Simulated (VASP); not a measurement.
# Cs2I6Cl (Fm-3m) in VASP: single point with PBE

Aim: the single point of Cs2I6Cl with PBE.

Everything below comes from runs of VASP 6.6.1. Logs are shortened: lines on timing, memory, paths and dates and some standing lists are left out, and cuts for length are marked.

## Step 1: The cell of the first run

It takes space group Fm-3m (No. 225, cubic). Conventional cell: a = 11.736 Å, b = 11.736 Å, c = 11.736 Å, α = 90.00°, β = 90.00°, γ = 90.00°. I (site symmetry 4mm) has 1 Cl at 2.86 Å within 3.8 Å. Within 3.8 Å of Cl (site symmetry m-3m) lie 6 I at 2.86 Å. Cs (site symmetry -43m) has 12 I at 4.15 Å and 4 Cl at 5.08 Å within 5.4 Å.

## Step 2: Single point, PBE

Contents of POSCAR:

```
Cs2I6Cl
1.0
    0.0000000000      5.8678170000      5.8678170000
    5.8678170000      0.0000000000      5.8678170000
    5.8678170000      5.8678170000      0.0000000000
I Cl Cs
6 1 2
Direct
    0.7563000000      0.2437000000      0.2437000000
    0.2437000000      0.7563000000      0.2437000000
    0.2437000000      0.7563000000      0.7563000000
    0.7563000000      0.2437000000      0.7563000000
    0.2437000000      0.2437000000      0.7563000000
    0.7563000000      0.7563000000      0.2437000000
    0.0000000000      0.0000000000      0.0000000000
    0.2500000000      0.2500000000      0.2500000000
    0.7500000000      0.7500000000      0.7500000000
```

Contents of INCAR.step1:

```
SYSTEM = Cs2I6Cl
ALGO = Normal
EDIFF = 1E-7
ENCUT = 520
GGA = PE
ISIF = 2
ISMEAR = -1
LASPH = .TRUE.
LCHARG = .TRUE.
LREAL = .FALSE.
LWAVE = .FALSE.
NBANDS = 44
NELM = 100
PREC = Accurate
SIGMA = 0.1
```

Contents of KPOINTS.step1:

```
k-points
0
G
  5 5 5
  0 0 0
```

Contents of INCAR.step2:

```
SYSTEM = Cs2I6Cl
ALGO = Normal
EDIFF = 1E-7
ENCUT = 520
GGA = PE
ICHARG = 11
ISIF = 2
ISMEAR = -5
LASPH = .TRUE.
LCHARG = .FALSE.
LORBIT = 11
LREAL = .FALSE.
LWAVE = .FALSE.
NEDOS = 1001
NELM = 100
PREC = Accurate
SIGMA = 0.1
```

Contents of KPOINTS.step2:

```
k-points
0
G
  8 8 8
  0 0 0
```

Potentials or basis: VASP PAW PBE potentials, release 64 (I, Cl, Cs_sv).

Command:

```console
$ cat potpaw_PBE.64/I/POTCAR potpaw_PBE.64/Cl/POTCAR potpaw_PBE.64/Cs_sv/POTCAR > POTCAR
$ cp INCAR.step1 INCAR
$ cp KPOINTS.step1 KPOINTS
$ mpirun -np 1 vasp_std > vasp.out
$ cp INCAR.step2 INCAR
$ cp KPOINTS.step2 KPOINTS
$ mpirun -np 1 vasp_std > vasp.out
```

OUTCAR:

```text
SYSTEM = Cs2I6Cl
   EDIFF = 1E-7
   ENCUT = 520
   GGA = PE
   ICHARG = 11
   ISIF = 2
   ISMEAR = -5
   LASPH = .TRUE.
   LORBIT = 11
   LREAL = .FALSE.
   NELM = 100
   PREC = Accurate

 ion  position               nearest neighbor table
   1  0.756  0.244  0.244-   7 2.86
   2  0.244  0.756  0.244-   7 2.86
   3  0.244  0.756  0.756-   7 2.86
   4  0.756  0.244  0.756-   7 2.86
   5  0.244  0.244  0.756-   7 2.86
   6  0.756  0.756  0.244-   7 2.86
   7  0.000  0.000  0.000-   1 2.86   2 2.86   3 2.86   4 2.86   5 2.86   6 2.86
   8  0.250  0.250  0.250-
   9  0.750  0.750  0.750-

  LATTYP: Found a face centered cubic cell.
 ALAT       =    11.7356340000

  Lattice vectors:

 A1 = (   0.0000000000,   5.8678170000,   5.8678170000)
 A2 = (   5.8678170000,   0.0000000000,   5.8678170000)
 A3 = (   5.8678170000,   5.8678170000,   0.0000000000)

Analysis of symmetry for initial positions (statically):
=====================================================================
 Subroutine PRICEL returns:
 Original cell was already a primitive cell.

 Routine SETGRP: Setting up the symmetry group for a
 face centered cubic supercell.

 Subroutine GETGRP returns: Found 48 space group operations
 (whereof 48 operations were pure point group operations)
 out of a pool of 48 trial point group operations.

The static configuration has the point symmetry O_h .

Analysis of symmetry for dynamics (positions and initial velocities):
=====================================================================
 Subroutine PRICEL returns:
 Original cell was already a primitive cell.

 Routine SETGRP: Setting up the symmetry group for a
 face centered cubic supercell.

 Subroutine GETGRP returns: Found 48 space group operations
 (whereof 48 operations were pure point group operations)
 out of a pool of 48 trial point group operations.

The dynamic configuration has the point symmetry O_h .

 Subroutine INISYM returns: Found 48 space group operations
 (whereof 48 operations are pure point group operations),
 and found     1 'primitive' translations

----------------------------------------------------------------------------------------

                                     Primitive cell

  volume of cell :     404.0729

  direct lattice vectors                    reciprocal lattice vectors
     0.000000000  5.867817000  5.867817000    -0.085210565  0.085210565  0.085210565
     5.867817000  0.000000000  5.867817000     0.085210565 -0.085210565  0.085210565
     5.867817000  5.867817000  0.000000000     0.085210565  0.085210565 -0.085210565

  length of vectors
     8.298346383  8.298346383  8.298346383     0.147589027  0.147589027  0.147589027

  position of ions in fractional coordinates (direct lattice)
     0.756300000  0.243700000  0.243700000
     0.243700000  0.756300000  0.243700000
     0.243700000  0.756300000  0.756300000
     0.756300000  0.243700000  0.756300000
     0.243700000  0.243700000  0.756300000
     0.756300000  0.756300000  0.243700000
     0.000000000  0.000000000  0.000000000
     0.250000000  0.250000000  0.250000000
     0.750000000  0.750000000  0.750000000

  ion indices of the primitive-cell ions
   primitive index   ion index
                 1           1
                 2           2
                 3           3
                 4           4
                 5           5
                 6           6
                 7           7
                 8           8
                 9           9

----------------------------------------------------------------------------------------

 KPOINTS: k-points

Automatic generation of k-mesh.
 Grid dimensions read from file:
 generate k-points for:    8    8    8

 Generating k-lattice:

  Cartesian coordinates                     Fractional coordinates (reciprocal lattice)
    -0.010651321  0.010651321  0.010651321     0.125000000  0.000000000  0.000000000
     0.010651321 -0.010651321  0.010651321     0.000000000  0.125000000  0.000000000
     0.010651321  0.010651321 -0.010651321     0.000000000  0.000000000  0.125000000

  Length of vectors
     0.018448628  0.018448628  0.018448628

  Shift w.r.t. Gamma in fractional coordinates (k-lattice)
     0.000000000  0.000000000  0.000000000

 TETIRR: Found     76 inequivalent tetrahedra from     3072

 Subroutine IBZKPT returns following result:
 ===========================================

 Found     29 irreducible k-points:

 Following reciprocal coordinates:
            Coordinates               Weight
  0.000000  0.000000  0.000000      1.000000
  0.125000  0.000000  0.000000      8.000000
  0.250000  0.000000  0.000000      8.000000
  0.375000  0.000000  0.000000      8.000000
  0.500000  0.000000  0.000000      4.000000
  0.125000  0.125000  0.000000      6.000000
[... 16 lines left out ...]
  0.500000  0.250000  0.125000     48.000000
 -0.375000  0.250000  0.125000     24.000000
 [... further k-points ...]
   k-points           NKPTS =     29   k-points in BZ     NKDIM =     29   number of bands    NBANDS=     40
   number of dos      NEDOS =   1001   number of ions     NIONS =      9
   total plane-waves  NPLWV = 262144
   dimension x,y,z NGX =    64 NGY =   64 NGZ =   64
   dimension x,y,z NGXF=   128 NGYF=  128 NGZF=  128
   ions per type =               6   1   2
   NGX,Y,Z   is equivalent  to a cutoff of  12.82, 12.82, 12.82 a.u.
   NGXF,Y,Z  is equivalent  to a cutoff of  25.64, 25.64, 25.64 a.u.
 SYSTEM =  Cs2I6Cl
   PREC   = accura    normal or accurate (medium, high low for compatibility)
   ISTART =      0    job   : 0-new  1-cont  2-samecut
   ICHARG =     11    charge: 1-file 2-atom 10-const
   ISPIN  =      1    spin polarized calculation?
   LNONCOLLINEAR =      F non collinear calculations
   LSORBIT =      F    spin-orbit coupling
   LASPH  =      T    aspherical Exc in radial PAW
   ENCUT  =  520.0 eV  38.22 Ry    6.18 a.u.  15.43 15.43 15.43*2*pi/ulx,y,z
   NELM   =    100;   NELMIN=  2; NELMDL=  0     # of ELM steps
   EDIFF  = 0.1E-06   stopping-criterion for ELM
   LREAL  =      F    real-space projection
   EDIFFG = 0.1E-05   stopping-criterion for IOM
   NSW    =      0    number of steps for IOM
   IBRION =     -1    ionic relax: 0-MD 1-quasi-New 2-CG
   NFREE  =      0    steps in history (QN), initial steepest desc. (CG)
   ISIF   =      2    stress and relaxation
   ISYM   =      2    0-nonsym 1-usesym 2-fastsym
   POTIM  = 0.5000    time-step for ionic-motion
   TEBEG  =    0.0;   TEEND  =   0.0 temperature during run
   PSTRESS=    0.0 pullay stress
   NELECT =      67.0000    total number of electrons
   NUPDOWN=      -1.0000    fix difference up-down
   EMIN   =  10.00;   EMAX   =-10.00  energy-range for DOS
   EFERMI =   0.00;   METHOD = LEGACY
   ISMEAR =    -5;   SIGMA  =   0.10  broadening in eV -4-tet -1-fermi 0-gaus
   EFERMI_NEDOS =   21; number of points for ismear=-14 and -15
   IALGO  =     38    algorithm
   IMIX   =      4    mixing-type and parameters
     AMIX     =   0.40;   BMIX     =  1.00
     AMIX_MAG =   1.60;   BMIX_MAG =  1.00
  volume/ion in A,a.u.               =      44.90       302.98
  Fermi-wavevector in a.u.,A,eV,Ry     =   0.899387  1.699595 11.005708  0.808897
  Thomas-Fermi vector in A             =   2.022214
   LORBIT       =     11    0 simple, 1 ext, 2 COOP (PROOUT), +10 PAW based schemes
   GGA     = PE    functional components
   LHFCALC =     F    Hartree Fock is set to
   AEXX    =    0.0000 exact exchange contribution
   IVDW    =     0    specifies the selected vdW correction
   LEPSILON=     F    determine dielectric tensor
   LRPA    =     F    only Hartree local field effects (RPA)
 non-spin polarized calculation
 Fermi weights with tetrahedron method with Bloechl corrections
  energy-cutoff  :      520.00
  volume of cell :      404.07
 maximum number of plane-waves:     10969
 NGX is ok and might be reduce to    64

 number of electron      67.0000000 magnetization

 Free energy of the ion-electron system (eV)
  ---------------------------------------------------
  ext. energy  EPLUGINS =         0.00000000
  ---------------------------------------------------
  free energy    TOTEN  =       -16.79433958 eV

  energy without entropy =      -16.79433958  energy(sigma->0) =      -16.79433958

 E-fermi :   1.5759     XC(G=0):  -7.7479

 val. band max:        1.5234269702   @ k =  -0.2500   0.2500   0.0000
 cond. band min:       1.6233053325   @ k =  -0.2500   0.3750   0.1250
 fundamental gap:      0.0998783623
 Fermi energy:         1.5759180864

 k-point     1 :       0.0000    0.0000    0.0000
  band No.  band energies     occupation
      1     -19.0567      2.00000
      2     -19.0534      2.00000
      3     -14.9558      2.00000
      4     -10.1021      2.00000
      5     -10.1021      2.00000
      6     -10.1021      2.00000
[... 32 lines left out ...]
     39       5.9632      0.00000
     40       6.1564      0.00000

 k-point     2 :       0.1250    0.0000    0.0000
  band No.  band energies     occupation
      1     -19.0566      2.00000
      2     -19.0535      2.00000
      3     -14.9556      2.00000
      4     -10.1525      2.00000
      5     -10.0951      2.00000
      6     -10.0951      2.00000
[... 935 lines left out ...]
     39       6.9223      0.00000
     40       6.9514      0.00000

 k-point    24 :      -0.3750    0.2500    0.1250
  band No.  band energies     occupation
      1     -19.0549      2.00000
      2     -19.0549      2.00000
      3     -14.9547      2.00000
      4     -10.2333      2.00000
      5     -10.0859      2.00000
      6     -10.0674      2.00000
[... 32 lines left out ...]
     39       6.9975      0.00000
     40       7.1616      0.00000

 [... further k-points ...]
[... 5 lines left out ...]
  --------------------------------------------------------------------------------------
  -------------------------------------------------------------------------------------
  Total        0.4367630      0.4367630      0.4367630      0.0000000     -0.0000000      0.0000000
  in kB        1.7317961      1.7317961      1.7317961      0.0000000     -0.0000000      0.0000000
  external PRESSURE =       1.7317961 kB  Pullay stress =       0.0000000 kB

 VOLUME and BASIS-vectors are now :
 -----------------------------------------------------------------------------
  energy-cutoff  :      520.00
  volume of cell :      404.07
      direct lattice vectors                 reciprocal lattice vectors
     0.000000000  5.867817000  5.867817000    -0.085210565  0.085210565  0.085210565
     5.867817000  0.000000000  5.867817000     0.085210565 -0.085210565  0.085210565
     5.867817000  5.867817000  0.000000000     0.085210565  0.085210565 -0.085210565

 POSITION                                       TOTAL-FORCE (eV/Angst)
 -----------------------------------------------------------------------------------
      2.85997      5.86782      5.86782         0.356568      0.000000      0.000000
      5.86782      2.85997      5.86782         0.000000      0.356568      0.000000
      8.87566      5.86782      5.86782        -0.356568      0.000000      0.000000
      5.86782      8.87566      5.86782         0.000000     -0.356568      0.000000
      5.86782      5.86782      2.85997         0.000000      0.000000      0.356568
      5.86782      5.86782      8.87566         0.000000      0.000000     -0.356568
      0.00000      0.00000      0.00000         0.000000      0.000000      0.000000
      2.93391      2.93391      2.93391         0.000000      0.000000      0.000000
      8.80173      8.80173      8.80173         0.000000      0.000000     -0.000000
 -----------------------------------------------------------------------------------
    total drift:                               -0.000000     -0.000000     -0.000000

  FREE ENERGIE OF THE ION-ELECTRON SYSTEM (eV)
  ---------------------------------------------------
  free  energy   TOTEN  =       -16.7943395819 eV

  energy  without entropy=      -16.7943395819  energy(sigma->0) =      -16.79433958

 total charge

# of ion       s       p       d       tot
------------------------------------------
    1        1.525   2.697   0.009   4.232
    2        1.525   2.697   0.009   4.232
    3        1.525   2.697   0.009   4.232
    4        1.525   2.697   0.009   4.232
    5        1.525   2.697   0.009   4.232
    6        1.525   2.697   0.009   4.232
    7        1.667   3.206   0.000   4.873
    8        1.831   4.707   0.020   6.559
    9        1.831   4.707   0.020   6.559
--------------------------------------------------
tot         14.482  28.801   0.097  43.380
```

Wall time 11 min (1 thread of Intel Xeon Platinum 8259CL at 2.50GHz (Skylake/Cascade Lake), shared host); peak memory 0.77 GiB.

Results:

- Valence electrons inside the program's atomic spheres: I 4.23; Cl 4.87; Cs 6.56

Levels at points of the mesh, in eV from the Fermi level:
| k point | band 29 | band 30 | band 31 | band 32 | band 33 | band 34 | band 35 | band 36 | band 37 | band 38 |
| --- | --- | --- | --- | --- | --- | --- | --- | --- | --- | --- |
| (0.00, 0.00, 0.00) | -0.86 | -0.86 | -0.28 | -0.28 | -0.28 | 0.34 | 0.34 | 0.34 | 3.90 | 4.39 |
| (0.50, 0.00, 0.00) | -0.89 | -0.77 | -0.69 | -0.63 | -0.55 | -0.55 | 0.58 | 0.58 | 5.01 | 5.05 |
| (0.50, 0.50, 0.00) | -1.22 | -1.20 | -1.20 | -0.88 | -0.31 | 0.17 | 0.28 | 0.28 | 5.50 | 5.63 |

Caveat: spin-orbit coupling is left out, which moves the levels of the heavy elements; an odd number of electrons without spin polarisation forces a metal; a magnetic or distorted state may lie lower; tetrahedron occupations give inexact forces and stress in metals.
